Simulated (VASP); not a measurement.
# ZnO (P6_3/mmc) in VASP: further runs

ZnO is run at these levels: PBE; tasks: single point.

Program: VASP 6.6.1. These are calculated values, not measurements. Logs are shortened: lines on timing, memory, paths and dates and some standing lists are left out, and cuts for length are marked.

### 1 The cell of the first run

Symmetry: P6_3/mmc, No. 194, hexagonal system. Conventional cell: a = 3.374 Å, b = 3.374 Å, c = 4.524 Å, α = 90.00°, β = 90.00°, γ = 120.00°. Zn (site symmetry -6m2) has 5 O at 1.95 to 2.26 Å within 2.6 Å. O (site symmetry -6m2) has 5 Zn at 1.95 to 2.26 Å within 2.6 Å.

### 2 Single point, PBE (volume changed by -6%)

File INCAR:

```
SYSTEM = ZnO
ALGO     = Normal         ! electronic algorithm
EDIFF    = 1E-6           ! SCF threshold, eV
ENCUT    = 520            ! plane-wave cutoff, eV
GGA      = PE             ! functional
ISIF     = 2              ! what is computed and relaxed
ISMEAR   = 0              ! smearing method
LASPH    = .True.         ! aspherical terms in the spheres
LCHARG   = .False.        ! write CHGCAR
LREAL    = .False.        ! projectors in reciprocal space
LWAVE    = .False.        ! write WAVECAR
NBANDS   = 26             ! bands
NELM     = 60             ! most SCF steps
PREC     = Accurate       ! precision mode
SIGMA    = 0.01           ! smearing width, eV
```

File KPOINTS:

```
k-points
0
Gamma
  9 9 4
  0 0 0
```

File POSCAR:

```
ZnO
1.0
    3.3740038464      0.0000000000      0.0000000000
   -1.6870019232      2.9219730434      0.0000000000
    0.0000000000      0.0000000000      4.5237490562
Zn O
2 2
Direct
    0.3333333333      0.6666666667      0.2500000000
    0.6666666667      0.3333333333      0.7500000000
    0.6666666667      0.3333333333      0.2500000000
    0.3333333333      0.6666666667      0.7500000000
```

Potentials or basis: VASP PAW PBE potentials, release 64 (Zn, O).

Started as:

```console
$ cat potpaw_PBE.64/Zn/POTCAR potpaw_PBE.64/O/POTCAR > POTCAR
$ mpirun -np 1 vasp_std > vasp.out
```

OUTCAR:

```text
SYSTEM = ZnO
   EDIFF = 1E-6
   ENCUT = 520
   GGA = PE
   ISIF = 2
   ISMEAR = 0
   LASPH = .True.
   LREAL = .False.
   NELM = 60
   PREC = Accurate

 ion  position               nearest neighbor table
   1  0.333  0.667  0.250-   3 1.95   3 1.95   3 1.95   4 2.26   4 2.26   2 2.99   2 2.99   2 2.99
                             2 2.99   2 2.99   2 2.99
   2  0.667  0.333  0.750-   4 1.95   4 1.95   4 1.95   3 2.26   3 2.26   1 2.99   1 2.99   1 2.99
                             1 2.99   1 2.99   1 2.99
   3  0.667  0.333  0.250-   1 1.95   1 1.95   1 1.95   2 2.26   2 2.26
   4  0.333  0.667  0.750-   2 1.95   2 1.95   2 1.95   1 2.26   1 2.26

  LATTYP: Found a hexagonal cell.
 ALAT       =     3.3740038464
 C/A-ratio  =     1.3407658266

  Lattice vectors:

 A1 = (   3.3740038464,   0.0000000000,   0.0000000000)
 A2 = (  -1.6870019232,   2.9219730434,   0.0000000000)
 A3 = (   0.0000000000,   0.0000000000,   4.5237490562)

Analysis of symmetry for initial positions (statically):
=====================================================================
 Subroutine PRICEL returns:
 Original cell was already a primitive cell.

 Routine SETGRP: Setting up the symmetry group for a
 hexagonal supercell.

 Subroutine GETGRP returns: Found 24 space group operations
 (whereof 12 operations were pure point group operations)
 out of a pool of 24 trial point group operations.

The static configuration has the point symmetry D_3d.
 The point group associated with its full space group is D_6h.

Analysis of symmetry for dynamics (positions and initial velocities):
=====================================================================
 Subroutine PRICEL returns:
 Original cell was already a primitive cell.

 Routine SETGRP: Setting up the symmetry group for a
 hexagonal supercell.

 Subroutine GETGRP returns: Found 24 space group operations
 (whereof 12 operations were pure point group operations)
 out of a pool of 24 trial point group operations.

The dynamic configuration has the point symmetry D_3d.
 The point group associated with its full space group is D_6h.

 Subroutine INISYM returns: Found 24 space group operations
 (whereof 12 operations are pure point group operations),
 and found     1 'primitive' translations

----------------------------------------------------------------------------------------

                                     Primitive cell
[... 94 lines left out ...]
   NELM   =     60;   NELMIN=  2; NELMDL= -5     # of ELM steps
   EDIFF  = 0.1E-05   stopping-criterion for ELM
   LREAL  =      F    real-space projection
   EDIFFG = 0.1E-04   stopping-criterion for IOM
   NSW    =      0    number of steps for IOM
   IBRION =     -1    ionic relax: 0-MD 1-quasi-New 2-CG
   NFREE  =      0    steps in history (QN), initial steepest desc. (CG)
   ISIF   =      2    stress and relaxation
   ISYM   =      2    0-nonsym 1-usesym 2-fastsym
   POTIM  = 0.5000    time-step for ionic-motion
   TEBEG  =    0.0;   TEEND  =   0.0 temperature during run
   PSTRESS=    0.0 pullay stress
   NELECT =      36.0000    total number of electrons
   NUPDOWN=      -1.0000    fix difference up-down
   EMIN   =  10.00;   EMAX   =-10.00  energy-range for DOS
   EFERMI =   0.00;   METHOD = LEGACY
   ISMEAR =     0;   SIGMA  =   0.01  broadening in eV -4-tet -1-fermi 0-gaus
   EFERMI_NEDOS =   21; number of points for ismear=-14 and -15
   IALGO  =     38    algorithm
   IMIX   =      4    mixing-type and parameters
     AMIX     =   0.40;   BMIX     =  1.00
     AMIX_MAG =   1.60;   BMIX_MAG =  1.00
  volume/ion in A,a.u.               =      11.15        75.24
  Fermi-wavevector in a.u.,A,eV,Ry     =   1.524295  2.880499 31.612782  2.323474
  Thomas-Fermi vector in A             =   2.632621
   LORBIT       =      0    0 simple, 1 ext, 2 COOP (PROOUT), +10 PAW based schemes
   GGA     = PE    functional components
   LHFCALC =     F    Hartree Fock is set to
   AEXX    =    0.0000 exact exchange contribution
   IVDW    =     0    specifies the selected vdW correction
   LEPSILON=     F    determine dielectric tensor
   LRPA    =     F    only Hartree local field effects (RPA)
 non-spin polarized calculation
 Gauss-broadening in eV      SIGMA  =   0.01
  energy-cutoff  :      520.00
  volume of cell :       44.60
 maximum number of plane-waves:      1223
 NGX is ok and might be reduce to    28
   NGX = 13   NGY = 13   NGZ = 17

 number of electron      36.0000013 magnetization

 Free energy of the ion-electron system (eV)
  ---------------------------------------------------
  ext. energy  EPLUGINS =         0.00000000
  ---------------------------------------------------
  free energy    TOTEN  =       -17.47958696 eV

  energy without entropy =      -17.47958696  energy(sigma->0) =      -17.47958696

 E-fermi :   1.7214     XC(G=0): -11.2926

 val. band max:        1.6213051866   @ k =   0.0000   0.0000   0.0000
 cond. band min:       2.6872417340   @ k =   0.0000   0.0000   0.0000
 fundamental gap:      1.0659365473
 Fermi energy:         1.7214074354

 k-point     1 :       0.0000    0.0000    0.0000
  band No.  band energies     occupation
      1     -16.6622      2.00000
      2     -15.4746      2.00000
      3      -4.2926      2.00000
      4      -4.2926      2.00000
      5      -4.1742      2.00000
      6      -4.1742      2.00000
[... 685 lines left out ...]
     25      16.2798      0.00000
     26      16.2799      0.00000

 [... further k-points ...]

------------------------ aborting loop because EDIFF is reached ----------------------------------------

  FORCE on cell =-STRESS in cart. coord.  units (eV):
  Direction    XX          YY          ZZ          XY          YZ          ZX
  --------------------------------------------------------------------------------------
  -------------------------------------------------------------------------------------
  Total        3.4171827      3.4171827      2.2882477     -0.0000000      0.0000000      0.0000000
  in kB      122.7604580    122.7604580     82.2040728     -0.0000000      0.0000000      0.0000000
  external PRESSURE =     109.2416629 kB  Pullay stress =       0.0000000 kB

 VOLUME and BASIS-vectors are now :
 -----------------------------------------------------------------------------
  energy-cutoff  :      520.00
  volume of cell :       44.60
      direct lattice vectors                 reciprocal lattice vectors
     3.374003846  0.000000000  0.000000000     0.296383776  0.171117253  0.000000000
    -1.687001923  2.921973043  0.000000000     0.000000000  0.342234506  0.000000000
     0.000000000  0.000000000  4.523749056     0.000000000  0.000000000  0.221055586

 POSITION                                       TOTAL-FORCE (eV/Angst)
 -----------------------------------------------------------------------------------
     -0.00000      1.94798      1.13094         0.000000     -0.000000      0.000000
      1.68700      0.97399      3.39281        -0.000000      0.000000      0.000000
      1.68700      0.97399      1.13094         0.000000     -0.000000      0.000000
     -0.00000      1.94798      3.39281         0.000000      0.000000      0.000000
 -----------------------------------------------------------------------------------
    total drift:                               -0.000000      0.000000     -0.000000

  FREE ENERGIE OF THE ION-ELECTRON SYSTEM (eV)
  ---------------------------------------------------
  free  energy   TOTEN  =       -17.4795869582 eV

  energy  without entropy=      -17.4795869582  energy(sigma->0) =      -17.47958696
```

OSZICAR:

```text
N       E                     dE             d eps       ncg     rms          rms(c)
DAV:   1     0.291853313320E+03    0.29185E+03   -0.18482E+04  1920   0.206E+03
DAV:   2     0.102869830894E+02   -0.28157E+03   -0.26486E+03  1944   0.410E+02
DAV:   3    -0.200990124526E+02   -0.30386E+02   -0.29986E+02  2078   0.138E+02
DAV:   4    -0.207094969534E+02   -0.61048E+00   -0.60840E+00  2000   0.196E+01
DAV:   5    -0.207125468938E+02   -0.30499E-02   -0.30498E-02  1994   0.143E+00    0.149E+01
DAV:   6    -0.173080044380E+02    0.34045E+01   -0.63572E+00  3020   0.619E+01    0.933E+00
DAV:   7    -0.175202649144E+02   -0.21226E+00   -0.29852E+00  1960   0.170E+01    0.556E+00
DAV:   8    -0.175199481550E+02    0.31676E-03   -0.44125E-01  2648   0.653E+00    0.161E+00
DAV:   9    -0.174775783850E+02    0.42370E-01   -0.83365E-02  2716   0.543E+00    0.308E-01
DAV:  10    -0.174793982886E+02   -0.18199E-02   -0.30007E-02  1890   0.117E+00    0.121E-01
DAV:  11    -0.174795402059E+02   -0.14192E-03   -0.57135E-04  1940   0.227E-01    0.284E-02
DAV:  12    -0.174795921463E+02   -0.51940E-04   -0.51641E-05  1972   0.607E-02    0.278E-02
DAV:  13    -0.174795876396E+02    0.45067E-05   -0.16697E-05  2504   0.678E-02    0.744E-03
DAV:  14    -0.174795869582E+02    0.68139E-06   -0.53126E-06  2002   0.299E-02
   1 F= -.17479587E+02 E0= -.17479587E+02  d E =-.105352E-47
```

stdout:

```text
POSCAR found type information on POSCAR ZnO
 POSCAR found :  2 types and       4 ions
 scaLAPACK will be used
 LDA part: xc-table for (Slater+PW92), standard interpolation
 POSCAR, INCAR and KPOINTS ok, starting setup
 FFT: planning ... GRIDC
 FFT: planning ... GRID_SOFT
 FFT: planning ... GRID
 WAVECAR not read
 entering main loop
```

It took 34 s on 1 thread of Intel Xeon Platinum 8375C at 2.90GHz (Ice Lake), shared host; peak memory 0.19 GiB.

Results:

| Property | Result |
| --- | --- |
| Free energy | -17.4796 eV |
| Pressure | 10.9 GPa |
| Band gap on the k mesh | 1.07 eV, direct |

Stress tensor (GPa, compression positive):
```
12.28  0.00  0.00
 0.00 12.28  0.00
 0.00  0.00  8.22
```

Levels at points of the mesh, in eV from the valence-band top:
| k point | band 16 | band 17 | band 18 | band 19 | band 20 | band 21 |
| --- | --- | --- | --- | --- | --- | --- |
| (0.00, 0.00, 0.00) | -0.70 | 0.00 | 0.00 | 1.07 | 5.04 | 9.86 |
| (0.00, 0.00, 0.50) | -0.30 | -0.30 | -0.30 | 4.33 | 4.33 | 11.41 |

### 3 Single point, PBE (volume changed by -3%)

File INCAR:

```
SYSTEM = ZnO
PREC = Accurate ; ENCUT = 520
EDIFF = 1E-7 ; ISMEAR = 0
SIGMA = 0.01 ; LREAL = .FALSE.
LASPH = .TRUE. ; NELM = 80
ALGO = Normal ; ISIF = 2
LWAVE = .FALSE. ; LCHARG = .TRUE.
GGA = PE ; LELF = .TRUE.
LVHAR = .TRUE. ; NBANDS = 26
```

File KPOINTS:

```
regular mesh
0
G
  9 9 4
  0 0 0
```

File POSCAR:

```
ZnO
1.0
    3.4095222865      0.0000000000      0.0000000000
   -1.7047611432      2.9527329149      0.0000000000
    0.0000000000      0.0000000000      4.5713709669
Zn O
2 2
Direct
    0.3333333333      0.6666666667      0.2500000000
    0.6666666667      0.3333333333      0.7500000000
    0.6666666667      0.3333333333      0.2500000000
    0.3333333333      0.6666666667      0.7500000000
```

Potentials or basis: VASP PAW PBE potentials, release 64 (Zn, O).

Started as:

```console
$ cat potpaw_PBE.64/Zn/POTCAR potpaw_PBE.64/O/POTCAR > POTCAR
$ mpirun -np 1 vasp_std > vasp.out
```

OUTCAR:

```text
SYSTEM = ZnO
   PREC = Accurate
   ENCUT = 520
   EDIFF = 1E-7
   ISMEAR = 0
   LREAL = .FALSE.
   LASPH = .TRUE.
   NELM = 80
   ISIF = 2
   GGA = PE

 ion  position               nearest neighbor table
   1  0.333  0.667  0.250-   3 1.97   3 1.97   3 1.97   4 2.29   4 2.29   2 3.02   2 3.02   2 3.02
                             2 3.02   2 3.02   2 3.02
   2  0.667  0.333  0.750-   4 1.97   4 1.97   4 1.97   3 2.29   3 2.29   1 3.02   1 3.02   1 3.02
                             1 3.02   1 3.02   1 3.02
   3  0.667  0.333  0.250-   1 1.97   1 1.97   1 1.97   2 2.29   2 2.29
   4  0.333  0.667  0.750-   2 1.97   2 1.97   2 1.97   1 2.29   1 2.29

  LATTYP: Found a hexagonal cell.
 ALAT       =     3.4095222865
 C/A-ratio  =     1.3407658266

  Lattice vectors:

 A1 = (   3.4095222865,   0.0000000000,   0.0000000000)
 A2 = (  -1.7047611432,   2.9527329149,   0.0000000000)
 A3 = (   0.0000000000,   0.0000000000,   4.5713709669)

Analysis of symmetry for initial positions (statically):
=====================================================================
 Subroutine PRICEL returns:
 Original cell was already a primitive cell.

 Routine SETGRP: Setting up the symmetry group for a
 hexagonal supercell.

 Subroutine GETGRP returns: Found 24 space group operations
 (whereof 12 operations were pure point group operations)
 out of a pool of 24 trial point group operations.

The static configuration has the point symmetry D_3d.
 The point group associated with its full space group is D_6h.

Analysis of symmetry for dynamics (positions and initial velocities):
=====================================================================
 Subroutine PRICEL returns:
 Original cell was already a primitive cell.

 Routine SETGRP: Setting up the symmetry group for a
 hexagonal supercell.

 Subroutine GETGRP returns: Found 24 space group operations
 (whereof 12 operations were pure point group operations)
 out of a pool of 24 trial point group operations.

The dynamic configuration has the point symmetry D_3d.
 The point group associated with its full space group is D_6h.

[... 124 lines left out ...]
  Fermi-wavevector in a.u.,A,eV,Ry     =   1.508415  2.850492 30.957565  2.275317
  Thomas-Fermi vector in A             =   2.618873
   LORBIT       =      0    0 simple, 1 ext, 2 COOP (PROOUT), +10 PAW based schemes
   GGA     = PE    functional components
   LHFCALC =     F    Hartree Fock is set to
   AEXX    =    0.0000 exact exchange contribution
   IVDW    =     0    specifies the selected vdW correction
   LEPSILON=     F    determine dielectric tensor
   LRPA    =     F    only Hartree local field effects (RPA)
 non-spin polarized calculation
 Gauss-broadening in eV      SIGMA  =   0.01
  energy-cutoff  :      520.00
  volume of cell :       46.02
 maximum number of plane-waves:      1259
 NGX is ok and might be reduce to    28
   NGX = 13   NGY = 13   NGZ = 17

 number of electron      36.0000004 magnetization

 Free energy of the ion-electron system (eV)
  ---------------------------------------------------
  ext. energy  EPLUGINS =         0.00000000
  ---------------------------------------------------
  free energy    TOTEN  =       -17.55353260 eV

  energy without entropy =      -17.55353260  energy(sigma->0) =      -17.55353260

 E-fermi :   1.4325     XC(G=0): -11.1226

 val. band max:        1.3210951453   @ k =   0.0000   0.0000   0.0000
 cond. band min:       2.3205035700   @ k =   0.0000   0.0000   0.0000
 fundamental gap:      0.9994084247
 Fermi energy:         1.4325375386

 k-point     1 :       0.0000    0.0000    0.0000
  band No.  band energies     occupation
      1     -16.6927      2.00000
      2     -15.5776      2.00000
      3      -4.4208      2.00000
      4      -4.4208      2.00000
      5      -4.3138      2.00000
      6      -4.3138      2.00000
[... 685 lines left out ...]
     25      15.7168      0.00000
     26      15.7168      0.00000

 [... further k-points ...]

------------------------ aborting loop because EDIFF is reached ----------------------------------------

  FORCE on cell =-STRESS in cart. coord.  units (eV):
  Direction    XX          YY          ZZ          XY          YZ          ZX
  --------------------------------------------------------------------------------------
  -------------------------------------------------------------------------------------
  Total        1.8066332      1.8066332      1.1525610      0.0000000      0.0000000      0.0000000
  in kB       62.8950408     62.8950408     40.1245639      0.0000000      0.0000000      0.0000000
  external PRESSURE =      55.3048818 kB  Pullay stress =       0.0000000 kB

 VOLUME and BASIS-vectors are now :
 -----------------------------------------------------------------------------
  energy-cutoff  :      520.00
  volume of cell :       46.02
      direct lattice vectors                 reciprocal lattice vectors
     3.409522287  0.000000000  0.000000000     0.293296220  0.169334652  0.000000000
    -1.704761143  2.952732915  0.000000000     0.000000000  0.338669304  0.000000000
     0.000000000  0.000000000  4.571370967     0.000000000  0.000000000  0.218752757

 POSITION                                       TOTAL-FORCE (eV/Angst)
 -----------------------------------------------------------------------------------
     -0.00000      1.96849      1.14284        -0.000000      0.000000     -0.000000
      1.70476      0.98424      3.42853        -0.000000     -0.000000      0.000000
      1.70476      0.98424      1.14284         0.000000      0.000000     -0.000000
     -0.00000      1.96849      3.42853         0.000000      0.000000     -0.000000
 -----------------------------------------------------------------------------------
    total drift:                               -0.000000      0.000000      0.000000

  FREE ENERGIE OF THE ION-ELECTRON SYSTEM (eV)
  ---------------------------------------------------
  free  energy   TOTEN  =       -17.5535325999 eV

  energy  without entropy=      -17.5535325999  energy(sigma->0) =      -17.55353260
```

OSZICAR:

```text
N       E                     dE             d eps       ncg     rms          rms(c)
DAV:   1     0.285160783984E+03    0.28516E+03   -0.18291E+04  1928   0.202E+03
DAV:   2     0.871806470139E+01   -0.27644E+03   -0.25934E+03  2018   0.406E+02
DAV:   3    -0.202309738202E+02   -0.28949E+02   -0.28579E+02  2096   0.134E+02
DAV:   4    -0.207806651367E+02   -0.54969E+00   -0.54822E+00  2038   0.188E+01
DAV:   5    -0.207833201964E+02   -0.26551E-02   -0.26549E-02  1974   0.135E+00    0.143E+01
DAV:   6    -0.173845241410E+02    0.33988E+01   -0.64742E+00  3012   0.628E+01    0.880E+00
DAV:   7    -0.175957723539E+02   -0.21125E+00   -0.30060E+00  1964   0.172E+01    0.529E+00
DAV:   8    -0.175940685080E+02    0.17038E-02   -0.45861E-01  2538   0.646E+00    0.162E+00
DAV:   9    -0.175517171633E+02    0.42351E-01   -0.83558E-02  2698   0.549E+00    0.321E-01
DAV:  10    -0.175533466565E+02   -0.16295E-02   -0.29794E-02  1892   0.119E+00    0.120E-01
DAV:  11    -0.175534952340E+02   -0.14858E-03   -0.55640E-04  1934   0.227E-01    0.308E-02
DAV:  12    -0.175535334985E+02   -0.38265E-04   -0.86629E-05  2006   0.218E-01    0.231E-02
DAV:  13    -0.175535370788E+02   -0.35803E-05   -0.22884E-05  2004   0.100E-01    0.183E-02
DAV:  14    -0.175535327174E+02    0.43614E-05   -0.13527E-05  2240   0.367E-02    0.139E-03
DAV:  15    -0.175535326600E+02    0.57429E-07   -0.20408E-06  1944   0.121E-02    0.115E-03
DAV:  16    -0.175535325999E+02    0.60051E-07   -0.62001E-08   964   0.233E-03
   1 F= -.17553533E+02 E0= -.17553533E+02  d E =-.401829E-58
```

Run time: 46 s. Hardware: 1 thread of Intel Xeon Platinum 8375C at 2.90GHz (Ice Lake), shared host; peak memory 0.18 GiB.

What came out:

```yaml
Free_energy: -17.5535 eV
Pressure: 5.5 GPa
Band_gap_on_the_k_mesh: 1.00 eV, direct
```
